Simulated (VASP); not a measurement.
# GeIrF6 (Fm-3m) in VASP: relaxation of cell and atoms with PBE

Aim: the relaxation of cell and atoms of GeIrF6 with PBE.

All numbers are computed with VASP 6.6.1; they aren't measurements. Logs are shortened: lines on timing, memory, paths and dates and some standing lists are left out, and cuts for length are marked.

## 1. The cell of the first run

Symmetry: Fm-3m, No. 225, cubic system. Conventional cell: a = 7.548 Å, b = 7.548 Å, c = 7.548 Å, α = 90.00°, β = 90.00°, γ = 90.00°. Within 2.5 Å of Ge (site symmetry m-3m) lie 6 F at 1.89 Å. Ir (site symmetry m-3m) has 6 F at 1.89 Å within 2.5 Å. F (site symmetry 4mm) has 1 Ge at 1.89 Å and 1 Ir at 1.89 Å within 2.5 Å.

## 2. Relaxation of cell and atoms, PBE, collinear spin

Input file INCAR:

```
SYSTEM = GeIrF6
  ALGO = Normal
  EDIFF = 1E-6
  EDIFFG = -0.04
  ENCUT = 600
  GGA = PE
  IBRION = 2
  ISIF = 3
  ISMEAR = 0
  ISPIN = 2
  LASPH = .TRUE.
  LCHARG = .FALSE.
  LMAXMIX = 4
  LORBIT = 11
  LREAL = .FALSE.
  LWAVE = .FALSE.
  MAGMOM = 0 1 0 0 0 0 0 0
  NELM = 150
  NSW = 90
  PREC = Accurate
  SIGMA = 0.1
```

Input file KPOINTS:

```
k-points
0
G
  4 4 4
  0 0 0
```

Input file POSCAR:

```
GeIrF6
1.0
    0.0000000000      3.7740000000      3.7740000000
    3.7740000000      0.0000000000      3.7740000000
    3.7740000000      3.7740000000      0.0000000000
Ge Ir F
1 1 6
Direct
    0.0000000000      0.0000000000      0.0000000000
    0.5000000000      0.5000000000      0.5000000000
    0.7500000000      0.2500000000      0.2500000000
    0.2500000000      0.7500000000      0.7500000000
    0.2500000000      0.7500000000      0.2500000000
    0.7500000000      0.2500000000      0.7500000000
    0.2500000000      0.2500000000      0.7500000000
    0.7500000000      0.7500000000      0.2500000000
```

Potentials or basis: VASP PAW PBE potentials, release 64 (Ge_d, Ir, F).

Command:

```bash
$ cat potpaw_PBE.64/Ge_d/POTCAR potpaw_PBE.64/Ir/POTCAR potpaw_PBE.64/F/POTCAR > POTCAR
$ mpirun -np 1 vasp_std > vasp.out
```

OUTCAR:

```text
SYSTEM = GeIrF6
   EDIFF = 1E-6
   EDIFFG = -0.04
   ENCUT = 600
   GGA = PE
   IBRION = 2
   ISIF = 3
   ISMEAR = 0
   ISPIN = 2
   LASPH = .TRUE.
   LORBIT = 11
   LREAL = .FALSE.
   NELM = 150
   NSW = 90
   PREC = Accurate

 ion  position               nearest neighbor table
   1  0.000  0.000  0.000-   3 1.89   4 1.89   5 1.89   6 1.89   7 1.89   8 1.89
   2  0.500  0.500  0.500-   3 1.89   4 1.89   5 1.89   6 1.89   7 1.89   8 1.89
   3  0.750  0.250  0.250-   1 1.89   2 1.89
   4  0.250  0.750  0.750-   1 1.89   2 1.89
   5  0.250  0.750  0.250-   1 1.89   2 1.89
   6  0.750  0.250  0.750-   1 1.89   2 1.89
   7  0.250  0.250  0.750-   1 1.89   2 1.89
   8  0.750  0.750  0.250-   1 1.89   2 1.89

  LATTYP: Found a face centered cubic cell.
 ALAT       =     7.5480000000

  Lattice vectors:

 A1 = (   0.0000000000,   3.7740000000,   3.7740000000)
 A2 = (   3.7740000000,   0.0000000000,   3.7740000000)
 A3 = (   3.7740000000,   3.7740000000,   0.0000000000)

Analysis of symmetry for initial positions (statically):
=====================================================================
 Subroutine PRICEL returns:
 Original cell was already a primitive cell.

 Routine SETGRP: Setting up the symmetry group for a
 face centered cubic supercell.

 Subroutine GETGRP returns: Found 48 space group operations
 (whereof 48 operations were pure point group operations)
 out of a pool of 48 trial point group operations.

The static configuration has the point symmetry O_h .

Analysis of symmetry for dynamics (positions and initial velocities):
=====================================================================
 Subroutine PRICEL returns:
 Original cell was already a primitive cell.

 Routine SETGRP: Setting up the symmetry group for a
 face centered cubic supercell.

 Subroutine GETGRP returns: Found 48 space group operations
 (whereof 48 operations were pure point group operations)
 out of a pool of 48 trial point group operations.

The dynamic configuration has the point symmetry O_h .

Analysis of structural, dynamic, and magnetic symmetry:
=====================================================================
 Subroutine PRICEL returns:
 Original cell was already a primitive cell.

 Routine SETGRP: Setting up the symmetry group for a
 face centered cubic supercell.

 Subroutine GETGRP returns: Found 48 space group operations
 (whereof 48 operations were pure point group operations)
 out of a pool of 48 trial point group operations.

The overall configuration has the point symmetry O_h .

 Subroutine INISYM returns: Found 48 space group operations
 (whereof 48 operations are pure point group operations),
 and found     1 'primitive' translations

----------------------------------------------------------------------------------------

                                     Primitive cell

  volume of cell :     107.5067

  direct lattice vectors                    reciprocal lattice vectors
     0.000000000  3.774000000  3.774000000    -0.132485427  0.132485427  0.132485427
     3.774000000  0.000000000  3.774000000     0.132485427 -0.132485427  0.132485427
     3.774000000  3.774000000  0.000000000     0.132485427  0.132485427 -0.132485427

  length of vectors
     5.337241984  5.337241984  5.337241984     0.229471490  0.229471490  0.229471490

  position of ions in fractional coordinates (direct lattice)
     0.000000000  0.000000000  0.000000000
     0.500000000  0.500000000  0.500000000
     0.750000000  0.250000000  0.250000000
     0.250000000  0.750000000  0.750000000
     0.250000000  0.750000000  0.250000000
     0.750000000  0.250000000  0.750000000
     0.250000000  0.250000000  0.750000000
     0.750000000  0.750000000  0.250000000

  ion indices of the primitive-cell ions
   primitive index   ion index
                 1           1
                 2           2
                 3           3
                 4           4
                 5           5
[... 28 lines left out ...]
 Found      8 irreducible k-points:

 Following reciprocal coordinates:
            Coordinates               Weight
  0.000000  0.000000  0.000000      1.000000
  0.250000  0.000000  0.000000      8.000000
  0.500000  0.000000  0.000000      4.000000
  0.250000  0.250000  0.000000      6.000000
  0.500000  0.250000  0.000000     24.000000
 -0.250000  0.250000  0.000000     12.000000
  0.500000  0.500000  0.000000      3.000000
 -0.250000  0.500000  0.250000      6.000000
   k-points           NKPTS =      8   k-points in BZ     NKDIM =      8   number of bands    NBANDS=     40
   number of dos      NEDOS =    301   number of ions     NIONS =      8
   total plane-waves  NPLWV = 110592
   dimension x,y,z NGX =    48 NGY =   48 NGZ =   48
   dimension x,y,z NGXF=    96 NGYF=   96 NGZF=   96
   ions per type =               1   1   6
   NGX,Y,Z   is equivalent  to a cutoff of  14.95, 14.95, 14.95 a.u.
   NGXF,Y,Z  is equivalent  to a cutoff of  29.90, 29.90, 29.90 a.u.
 SYSTEM =  GeIrF6
   PREC   = accura    normal or accurate (medium, high low for compatibility)
   ISTART =      0    job   : 0-new  1-cont  2-samecut
   ICHARG =      2    charge: 1-file 2-atom 10-const
   ISPIN  =      2    spin polarized calculation?
   LNONCOLLINEAR =      F non collinear calculations
   LSORBIT =      F    spin-orbit coupling
   LASPH  =      T    aspherical Exc in radial PAW
   ENCUT  =  600.0 eV  44.10 Ry    6.64 a.u.  10.66 10.66 10.66*2*pi/ulx,y,z
   NELM   =    150;   NELMIN=  2; NELMDL= -5     # of ELM steps
   EDIFF  = 0.1E-05   stopping-criterion for ELM
   LREAL  =      F    real-space projection
   EDIFFG = -.4E-01   stopping-criterion for IOM
   NSW    =     90    number of steps for IOM
   IBRION =      2    ionic relax: 0-MD 1-quasi-New 2-CG
   NFREE  =      1    steps in history (QN), initial steepest desc. (CG)
   ISIF   =      3    stress and relaxation
   ISYM   =      2    0-nonsym 1-usesym 2-fastsym
   POTIM  = 0.5000    time-step for ionic-motion
   TEBEG  =    0.0;   TEEND  =   0.0 temperature during run
   PSTRESS=    0.0 pullay stress
   NELECT =      65.0000    total number of electrons
   NUPDOWN=      -1.0000    fix difference up-down
   EMIN   =  10.00;   EMAX   =-10.00  energy-range for DOS
   EFERMI =   0.00;   METHOD = LEGACY
   ISMEAR =     0;   SIGMA  =   0.10  broadening in eV -4-tet -1-fermi 0-gaus
   EFERMI_NEDOS =   21; number of points for ismear=-14 and -15
   IALGO  =     38    algorithm
   IMIX   =      4    mixing-type and parameters
     AMIX     =   0.40;   BMIX     =  1.00
     AMIX_MAG =   1.60;   BMIX_MAG =  1.00
  volume/ion in A,a.u.               =      13.44        90.69
  Fermi-wavevector in a.u.,A,eV,Ry     =   1.384312  2.615971 26.073121  1.916320
  Thomas-Fermi vector in A             =   2.508828
   LORBIT       =     11    0 simple, 1 ext, 2 COOP (PROOUT), +10 PAW based schemes
   GGA     = PE    functional components
   LHFCALC =     F    Hartree Fock is set to
   AEXX    =    0.0000 exact exchange contribution
   IVDW    =     0    specifies the selected vdW correction
   LEPSILON=     F    determine dielectric tensor
   LRPA    =     F    only Hartree local field effects (RPA)
 conjugate gradient relaxation of ions
 spin polarized calculation
 Gauss-broadening in eV      SIGMA  =   0.10
  energy-cutoff  :      600.00
  volume of cell :      107.51
 maximum number of plane-waves:      3647
 NGX is ok and might be reduce to    48
   NGX = 21   NGY = 21   NGZ = 21

--------------------------------------- Ionic step        1  -------------------------------------------

 number of electron      64.9999980 magnetization       0.0774976

 number of electron      64.9999980 magnetization      -0.0001121

 Free energy of the ion-electron system (eV)
  ---------------------------------------------------
  ext. energy  EPLUGINS =         0.00000000
  ---------------------------------------------------
  free energy    TOTEN  =       -35.04577607 eV

  energy without entropy =      -35.02303484  energy(sigma->0) =      -35.03440545

------------------------ aborting loop because EDIFF is reached ----------------------------------------

  FORCE on cell =-STRESS in cart. coord.  units (eV):
  Direction    XX          YY          ZZ          XY          YZ          ZX
  --------------------------------------------------------------------------------------
  -------------------------------------------------------------------------------------
  Total       20.9419501     20.9419501     20.9419501      0.0000000      0.0000000     -0.0000000
  in kB      312.0987438    312.0987438    312.0987438      0.0000000      0.0000000     -0.0000000
  external PRESSURE =     312.0987438 kB  Pullay stress =       0.0000000 kB
[... 29 lines left out ...]
--------------------------------------- Ionic step        2  -------------------------------------------

 number of electron      65.0000019 magnetization      -0.2257310

 E-fermi :  -1.7243     XC(G=0):  -7.7496

 val. band max:       -1.7530339983   @ k =   0.5000   0.5000   0.0000
 cond. band min:      -1.4933398588   @ k =  -0.2500   0.2500   0.0000
 fundamental gap:      0.2596941396
 Fermi energy:        -1.7243069161

 spin component 1

 k-point     1 :       0.0000    0.0000    0.0000
  band No.  band energies     occupation
      1     -26.9385      1.00000
      2     -26.9385      1.00000
      3     -26.6923      1.00000
      4     -26.6923      1.00000
      5     -26.6923      1.00000
      6     -24.5668      1.00000
[... 805 lines left out ...]
--------------------------------------- Ionic step        5  -------------------------------------------

 number of electron      64.9999991 magnetization      -0.0977093

 Free energy of the ion-electron system (eV)
  ---------------------------------------------------
  ext. energy  EPLUGINS =         0.00000000
  ---------------------------------------------------
  free energy    TOTEN  =       -37.09294407 eV

  energy without entropy =      -37.06768693  energy(sigma->0) =      -37.08031550

 E-fermi :   0.3220     XC(G=0):  -8.5251

 val. band max:        0.3195638351   @ k =   0.2500   0.2500   0.0000
 cond. band min:       0.7413963771   @ k =  -0.2500   0.2500   0.0000
 fundamental gap:      0.4218325421
 Fermi energy:         0.3219815132

 spin component 1

 k-point     1 :       0.0000    0.0000    0.0000
  band No.  band energies     occupation
      1     -25.5135      1.00000
      2     -25.5135      1.00000
      3     -25.0806      1.00000
      4     -25.0806      1.00000
      5     -25.0806      1.00000
      6     -24.0970      1.00000
[... 715 lines left out ...]
  FREE ENERGIE OF THE ION-ELECTRON SYSTEM (eV)
  ---------------------------------------------------
  free  energy   TOTEN  =       -37.0929440660 eV

  energy  without entropy=      -37.0676869296  energy(sigma->0) =      -37.08031550

 reached required accuracy - stopping structural energy minimisation

 total charge

# of ion       s       p       d       tot
------------------------------------------
    1        1.054   0.773  10.273  12.100
    2        0.379   0.436   6.892   7.707
    3        1.738   4.338   0.000   6.076
    4        1.738   4.338   0.000   6.076
    5        1.738   4.338   0.000   6.076
    6        1.738   4.338   0.000   6.076
    7        1.738   4.338   0.000   6.076
    8        1.738   4.338   0.000   6.076
--------------------------------------------------
tot         11.862  27.236  17.165  56.263

 magnetization (x)

# of ion       s       p       d       tot
------------------------------------------
    1       -0.003  -0.000   0.000  -0.003
    2       -0.001  -0.001  -0.073  -0.075
    3       -0.000  -0.002   0.000  -0.003
    4       -0.000  -0.002   0.000  -0.003
    5       -0.000  -0.002   0.000  -0.003
    6       -0.000  -0.002   0.000  -0.003
    7       -0.000  -0.002   0.000  -0.003
    8       -0.000  -0.002   0.000  -0.003
--------------------------------------------------
tot         -0.005  -0.015  -0.073  -0.094
```

Run time: 8.4 min. Hardware: 1 thread of Intel Xeon Platinum 8488C (Sapphire Rapids), shared host; peak memory 0.45 GiB.

What came out:

* Free energy: -37.0929 eV
* Relaxed volume: 15.97 Å³/atom
* Relaxed cell: a = 5.654 Å, b = 5.654 Å, c = 5.654 Å, α = 60.00°, β = 60.00°, γ = 60.00°
* Space group after relaxing (to 0.1 Å): Fm-3m (No. 225)
* Energy gained by relaxing: 255.9 meV/atom
* Ionic steps: 5
* Pressure after relaxing: 0.2 GPa
* Net moment: -0.10 μB per cell
* Site moments: Ge -0.00; Ir -0.07; F -0.00 μB
* Valence electrons inside the program's atomic spheres: Ge 12.10; Ir 7.71; F 6.08

Step by step:
```csv
step,energy change (eV),largest force (eV/Å),pressure (GPa),volume (Å³)
1,0.0000,2.5999,31.21,107.51
2,-0.7533,0.3622,-12.38,153.60
3,-2.0453,0.0715,-0.56,128.72
4,-2.0469,0.0468,-0.18,128.22
5,-2.0472,0.0241,0.19,127.78
```

Final structure:
```
Ge Ir F
1.0
     0.00000    3.99768    3.99768
     3.99768    0.00000    3.99768
     3.99768    3.99768    0.00000
Ge Ir F
1 1 6
Direct
  0.00000 0.00000 0.00000
  0.50000 0.50000 0.50000
  0.75877 0.24123 0.24123
  0.24123 0.75877 0.75877
  0.24123 0.75877 0.24123
  0.75877 0.24123 0.75877
  0.24123 0.24123 0.75877
  0.75877 0.75877 0.24123
```

Caveat: the k points lie up to 0.34 Å⁻¹ apart in the final cell; the volume moved by over 15 % at a fixed basis, so the end points are rough; spin-orbit coupling is left out, which moves the levels of the heavy elements.
